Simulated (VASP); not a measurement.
# WS2 (Cm) in VASP: notebook

WS2 is run at these levels: PBEsol; tasks: single point.

All numbers are computed with VASP 6.6.1; they aren't measurements. Logs are shortened: lines on timing, memory, paths and dates and some standing lists are left out, and cuts for length are marked.

### Step 1. The cell of the first run

Symmetry: Cm, No. 8, monoclinic system. The conventional cell has a = 12.870 Å, b = 3.148 Å, c = 5.452 Å, α = 90.00°, β = 98.12°, γ = 90.00°. Within 2.9 Å of W (site symmetry m) lie 6 S at 2.21 to 2.63 Å. Within 2.9 Å of W (site symmetry m) lie 6 S at 2.18 to 2.59 Å. S (site symmetry m) has 3 W at 2.55 to 2.59 Å and 8 S at 3.08 to 3.32 Å within 3.4 Å. S (site symmetry m) has 3 W at 2.21 to 2.26 Å within 2.9 Å. Within 2.9 Å of S (site symmetry m) lie 3 W at 2.18 to 2.28 Å. S (site symmetry m) has 3 W at 2.54 to 2.63 Å and 8 S at 3.01 to 3.36 Å within 3.4 Å.

### Step 2. Single point, PBEsol (mode 11 (346.3 1/cm) frozen in, largest displacement +0.263 Å)

File INCAR:

```
SYSTEM = WS2
PREC = Accurate
ENCUT = 520
EDIFF = 1E-6
ISMEAR = 0
SIGMA = 0.05
LREAL = .FALSE.
LASPH = .TRUE.
NELM = 80
ALGO = Normal
ISIF = 2
LWAVE = .FALSE.
LCHARG = .TRUE.
GGA = PS
LELF = .TRUE.
LVHAR = .TRUE.
NBANDS = 35
```

File KPOINTS:

```
regular mesh
0
G
  10 6 10
  0 0 0
```

File POSCAR:

```
WS2
1.0
   -3.1476068045      0.0000000000      0.0000000000
    0.0000000000      5.4518149077      0.0000000000
    1.5738034023     -0.9086358179     -6.3704647422
W S
2 4
Direct
    0.5022931060      0.5008953931      0.0045862120
   -0.0002785650     -0.0002238795     -0.0005571300
    0.8590386154      0.6087146680      0.7180772308
    0.3970722904      0.1433223006      0.7941445808
    0.1049532089      0.7200798839      0.2099064178
    0.6430213443      0.1959116339      0.2860426886
```

Potentials or basis: VASP PAW PBE potentials, release 64 (W_sv, S).

Command:

```
$ cat potpaw_PBE.64/W_sv/POTCAR potpaw_PBE.64/S/POTCAR > POTCAR
$ mpirun -np 1 vasp_std > vasp.out
```

OUTCAR:

```text
SYSTEM = WS2
   PREC = Accurate
   ENCUT = 520
   EDIFF = 1E-6
   ISMEAR = 0
   LREAL = .FALSE.
   LASPH = .TRUE.
   NELM = 80
   ISIF = 2
   GGA = PS

 ion  position               nearest neighbor table
   1  0.502  0.501  0.005-   4 2.21   5 2.28   5 2.28   3 2.55   3 2.55   6 2.63   2 3.15   2 3.15
                             2 3.15   2 3.15
   2  1.000  1.000  0.999-   5 2.18   4 2.26   4 2.26   6 2.54   6 2.54   3 2.59   1 3.15   1 3.15
                             1 3.15   1 3.15
   3  0.859  0.609  0.718-   1 2.55   1 2.55   2 2.59
   4  0.397  0.143  0.794-   1 2.21   2 2.26   2 2.26
   5  0.105  0.720  0.210-   2 2.18   1 2.28   1 2.28
   6  0.643  0.196  0.286-   2 2.54   2 2.54   1 2.63

  LATTYP: Found a base centered monoclinic cell.
 ALAT       =    12.8698780229
 B/A-ratio  =     0.2445716112
 C/A-ratio  =     0.4236104568
 COS(beta)  =    -0.1412034856

  Lattice vectors:

 A1 = (   1.5738034023,  -0.9086358179,  -6.3704647422)
 A2 = (  -1.5738034022,  -0.9086358179,  -6.3704647422)
 A3 = (   0.0000000000,   5.4518149077,   0.0000000000)

Analysis of symmetry for initial positions (statically):
=====================================================================
 Subroutine PRICEL returns:
 Original cell was already a primitive cell.

 Routine SETGRP: Setting up the symmetry group for a
 base centered monoclinic supercell.

 Subroutine GETGRP returns: Found  2 space group operations
 (whereof  2 operations were pure point group operations)
 out of a pool of  4 trial point group operations.

The static configuration has the point symmetry C_1h.

Analysis of symmetry for dynamics (positions and initial velocities):
=====================================================================
 Subroutine PRICEL returns:
 Original cell was already a primitive cell.

 Routine SETGRP: Setting up the symmetry group for a
 base centered monoclinic supercell.

 Subroutine GETGRP returns: Found  2 space group operations
 (whereof  2 operations were pure point group operations)
 out of a pool of  4 trial point group operations.

The dynamic configuration has the point symmetry C_1h.

 Subroutine INISYM returns: Found  2 space group operations
 (whereof  2 operations are pure point group operations),
 and found     1 'primitive' translations

----------------------------------------------------------------------------------------

                                     Primitive cell

  volume of cell :     109.3183

  direct lattice vectors                    reciprocal lattice vectors
    -3.147606805  0.000000000  0.000000000    -0.317701690  0.000000000 -0.078487209
     0.000000000  5.451814908  0.000000000     0.000000000  0.183425156 -0.026162403
     1.573803402 -0.908635818 -6.370464742     0.000000000  0.000000000 -0.156974419

  length of vectors
     3.147606805  5.451814908  6.624597892     0.327253122  0.185281567  0.156974419

  position of ions in fractional coordinates (direct lattice)
     0.502293106  0.500895393  0.004586212
     0.999721435  0.999776121  0.999442870
     0.859038615  0.608714668  0.718077231
     0.397072290  0.143322301  0.794144581
     0.104953209  0.720079884  0.209906418
     0.643021344  0.195911634  0.286042689

  ion indices of the primitive-cell ions
   primitive index   ion index
                 1           1
                 2           2
                 3           3
                 4           4
                 5           5
                 6           6

----------------------------------------------------------------------------------------

 KPOINTS: regular mesh

Automatic generation of k-mesh.
 Grid dimensions read from file:
 generate k-points for:   10    6   10

 Generating k-lattice:

  Cartesian coordinates                     Fractional coordinates (reciprocal lattice)
    -0.031770169  0.000000000 -0.007848721     0.100000000  0.000000000  0.000000000
     0.000000000  0.030570859 -0.004360401     0.000000000  0.166666667 -0.000000000
     0.000000000  0.000000000 -0.015697442     0.000000000  0.000000000  0.100000000

  Length of vectors
     0.032725312  0.030880261  0.015697442

  Shift w.r.t. Gamma in fractional coordinates (k-lattice)
     0.000000000  0.000000000  0.000000000

 Subroutine IBZKPT returns following result:
 ===========================================

 Found    172 irreducible k-points:

 Following reciprocal coordinates:
            Coordinates               Weight
  0.000000  0.000000  0.000000      1.000000
  0.100000  0.000000  0.000000      4.000000
  0.200000  0.000000  0.000000      4.000000
  0.300000  0.000000  0.000000      4.000000
  0.400000  0.000000 -0.000000      4.000000
  0.500000  0.000000  0.000000      2.000000
[... 16 lines left out ...]
 -0.400000  0.333333  0.000000      4.000000
 -0.300000  0.333333  0.000000      4.000000
 [... further k-points ...]
   k-points           NKPTS =    172   k-points in BZ     NKDIM =    172   number of bands    NBANDS=     35
   number of dos      NEDOS =    301   number of ions     NIONS =      6
   total plane-waves  NPLWV =  50400
   dimension x,y,z NGX =    24 NGY =   42 NGZ =   50
   dimension x,y,z NGXF=    48 NGYF=   84 NGZF=  100
   ions per type =               2   4
   NGX,Y,Z   is equivalent  to a cutoff of  12.68, 12.81, 12.55 a.u.
   NGXF,Y,Z  is equivalent  to a cutoff of  25.35, 25.61, 25.10 a.u.
 SYSTEM =  WS2
   PREC   = accura    normal or accurate (medium, high low for compatibility)
   ISTART =      0    job   : 0-new  1-cont  2-samecut
   ICHARG =      2    charge: 1-file 2-atom 10-const
   ISPIN  =      1    spin polarized calculation?
   LNONCOLLINEAR =      F non collinear calculations
   LSORBIT =      F    spin-orbit coupling
   LASPH  =      T    aspherical Exc in radial PAW
   ENCUT  =  520.0 eV  38.22 Ry    6.18 a.u.   5.85 10.14 12.32*2*pi/ulx,y,z
   NELM   =     80;   NELMIN=  2; NELMDL= -5     # of ELM steps
   EDIFF  = 0.1E-05   stopping-criterion for ELM
   LREAL  =      F    real-space projection
[... 7 lines left out ...]
   TEBEG  =    0.0;   TEEND  =   0.0 temperature during run
   PSTRESS=    0.0 pullay stress
   NELECT =      52.0000    total number of electrons
   NUPDOWN=      -1.0000    fix difference up-down
   EMIN   =  10.00;   EMAX   =-10.00  energy-range for DOS
   EFERMI =   0.00;   METHOD = LEGACY
   ISMEAR =     0;   SIGMA  =   0.05  broadening in eV -4-tet -1-fermi 0-gaus
   EFERMI_NEDOS =   21; number of points for ismear=-14 and -15
   IALGO  =     38    algorithm
   IMIX   =      4    mixing-type and parameters
     AMIX     =   0.40;   BMIX     =  1.00
     AMIX_MAG =   1.60;   BMIX_MAG =  1.00
  volume/ion in A,a.u.               =      18.22       122.95
  Fermi-wavevector in a.u.,A,eV,Ry     =   1.277944  2.414963 22.220219  1.633140
  Thomas-Fermi vector in A             =   2.410515
   LORBIT       =      0    0 simple, 1 ext, 2 COOP (PROOUT), +10 PAW based schemes
   GGA     = PS    functional components
   LHFCALC =     F    Hartree Fock is set to
   AEXX    =    0.0000 exact exchange contribution
   IVDW    =     0    specifies the selected vdW correction
   LEPSILON=     F    determine dielectric tensor
   LRPA    =     F    only Hartree local field effects (RPA)
 non-spin polarized calculation
 Gauss-broadening in eV      SIGMA  =   0.05
  energy-cutoff  :      520.00
  volume of cell :      109.32
 maximum number of plane-waves:      2964
   NGX = 11   NGY = 21   NGZ = 25

 number of electron      51.9999998 magnetization

 Free energy of the ion-electron system (eV)
  ---------------------------------------------------
  ext. energy  EPLUGINS =         0.00000000
  ---------------------------------------------------
  free energy    TOTEN  =       -48.66683772 eV

  energy without entropy =      -48.66683772  energy(sigma->0) =      -48.66683772

 E-fermi :   7.4143     XC(G=0): -10.9009

 val. band max:        7.1123238294   @ k =   0.0000   0.0000   0.5000
 cond. band min:       7.8549033606   @ k =  -0.3000   0.0000   0.1000
 fundamental gap:      0.7425795312
 Fermi energy:         7.4142914538

 k-point     1 :       0.0000    0.0000    0.0000
  band No.  band energies     occupation
      1     -67.5389      2.00000
      2     -67.4904      2.00000
      3     -32.0668      2.00000
      4     -31.8200      2.00000
      5     -31.7902      2.00000
      6     -31.7500      2.00000
[... 27 lines left out ...]
     34      11.6395      0.00000
     35      11.8146      0.00000

 k-point     2 :       0.1000    0.0000    0.0000
  band No.  band energies     occupation
      1     -67.5378      2.00000
      2     -67.4896      2.00000
      3     -32.0552      2.00000
      4     -31.8150      2.00000
      5     -31.7897      2.00000
      6     -31.7733      2.00000
[... 27 lines left out ...]
     34      11.2223      0.00000
     35      12.2252      0.00000

 k-point     3 :       0.2000    0.0000    0.0000
  band No.  band energies     occupation
      1     -67.5347      2.00000
      2     -67.4876      2.00000
      3     -32.0227      2.00000
      4     -31.8331      2.00000
      5     -31.8011      2.00000
      6     -31.7895      2.00000
[... 27 lines left out ...]
     34      11.5330      0.00000
     35      12.6962      0.00000

 k-point     4 :       0.3000    0.0000    0.0000
  band No.  band energies     occupation
      1     -67.5309      2.00000
      2     -67.4851      2.00000
      3     -31.9787      2.00000
      4     -31.8996      2.00000
      5     -31.8522      2.00000
      6     -31.7970      2.00000
[... 27 lines left out ...]
     34      11.8100      0.00000
     35      13.0925      0.00000

 k-point     5 :       0.4000    0.0000   -0.0000
  band No.  band energies     occupation
      1     -67.5278      2.00000
      2     -67.4832      2.00000
      3     -31.9725      2.00000
      4     -31.9324      2.00000
      5     -31.9015      2.00000
      6     -31.8163      2.00000
[... 638 lines left out ...]
 k-point    22 :       0.5000    0.3333    0.0000
  band No.  band energies     occupation
      1     -67.5266      2.00000
      2     -67.4824      2.00000
      3     -32.0408      2.00000
      4     -32.0294      2.00000
      5     -31.8142      2.00000
      6     -31.8092      2.00000
[... 27 lines left out ...]
     34      10.8910      0.00000
     35      12.2335      0.00000

 k-point    23 :      -0.4000    0.3333    0.0000
  band No.  band energies     occupation
      1     -67.5276      2.00000
      2     -67.4834      2.00000
      3     -32.0282      2.00000
      4     -31.9989      2.00000
      5     -31.8266      2.00000
      6     -31.8002      2.00000
[... 27 lines left out ...]
     34      11.0629      0.00000
     35      12.6734      0.00000

 k-point    24 :      -0.3000    0.3333    0.0000
  band No.  band energies     occupation
      1     -67.5303      2.00000
      2     -67.4858      2.00000
      3     -31.9943      2.00000
      4     -31.9297      2.00000
      5     -31.8314      2.00000
      6     -31.7938      2.00000
[... 27 lines left out ...]
     34      11.1875      0.00000
     35      13.4891      0.00000

 [... further k-points ...]
[... 5 lines left out ...]
  --------------------------------------------------------------------------------------
  -------------------------------------------------------------------------------------
  Total        3.6781303      6.4247503      2.6491391     -0.0000000      0.5673610     -0.0000000
  in kB       53.9069796     94.1616680     38.8260002     -0.0000000      8.3152896     -0.0000000
  external PRESSURE =      62.2982159 kB  Pullay stress =       0.0000000 kB

 VOLUME and BASIS-vectors are now :
 -----------------------------------------------------------------------------
  energy-cutoff  :      520.00
  volume of cell :      109.32
      direct lattice vectors                 reciprocal lattice vectors
    -3.147606805  0.000000000  0.000000000    -0.317701690  0.000000000 -0.078487209
     0.000000000  5.451814908  0.000000000     0.000000000  0.183425156 -0.026162403
     1.573803402 -0.908635818 -6.370464742     0.000000000  0.000000000 -0.156974419

 POSITION                                       TOTAL-FORCE (eV/Angst)
 -----------------------------------------------------------------------------------
     -1.57380      2.72662     -0.02922        -0.000000      0.823882      1.111095
     -1.57380      4.54246     -6.36692         0.000000      1.070712     -0.872677
     -1.57380      2.66613     -4.57449         0.000000      0.632086     -2.504341
      0.00000      0.05978     -5.05907        -0.000000     -1.168502      4.255280
      0.00000      3.73501     -1.33720         0.000000     -2.250354     -4.414838
     -1.57380      0.80817     -1.82222        -0.000000      0.892177      2.425483
 -----------------------------------------------------------------------------------
    total drift:                                0.000014     -0.000189      0.000113

  FREE ENERGIE OF THE ION-ELECTRON SYSTEM (eV)
  ---------------------------------------------------
  free  energy   TOTEN  =       -48.6668377209 eV

  energy  without entropy=      -48.6668377209  energy(sigma->0) =      -48.66683772
```

Run time: 5 min. Hardware: 1 thread of Intel Xeon 6975P-C (Granite Rapids), shared host; peak memory 0.59 GiB.

What came out:

```
Free energy            : -48.6668 eV
Pressure               : 6.2 GPa
Largest force          : 4.955 eV/Å
Band gap on the k mesh : 0.74 eV, indirect (least direct gap 1.72 eV)
```

Forces on the atoms (eV/Å):
```
W    0.000  0.824  1.111
W    0.000  1.071 -0.873
S    0.000  0.632 -2.504
S    0.000 -1.169  4.255
S    0.000 -2.250 -4.415
S    0.000  0.892  2.425
```

Stress tensor (GPa, compression positive):
```
5.39 0.00 0.00
0.00 9.42 0.83
0.00 0.83 3.88
```

Levels at points of the mesh, in eV from the valence-band top:
| k point | band 24 | band 25 | band 26 | band 27 | band 28 | band 29 |
| --- | --- | --- | --- | --- | --- | --- |
| (0.00, 0.00, 0.00) | -1.52 | -1.45 | -0.75 | 1.63 | 1.97 | 1.98 |
| (0.50, 0.00, 0.00) | -2.50 | -1.48 | -1.42 | 1.33 | 1.65 | 2.13 |
| (0.00, 0.50, 0.00) | -2.08 | -1.34 | -1.11 | 0.96 | 1.30 | 1.66 |
| (0.50, 0.50, 0.00) | -1.81 | -1.59 | -1.49 | 2.01 | 2.08 | 2.15 |
| (0.00, 0.00, 0.50) | -1.68 | -1.58 | 0.00 | 1.85 | 1.97 | 1.98 |
| (0.00, 0.50, 0.50) | -2.05 | -1.38 | -1.24 | 1.52 | 1.60 | 1.67 |

Caveat: the cell differs from its parent crystal (mode 11 (346.3 1/cm) frozen in, largest displacement +0.263 Å); the PAW data sets were made with another functional, which shifts forces and pressure a little; spin-orbit coupling is left out, which moves the levels of the heavy elements.

(Part 1 of 2 ends here.)
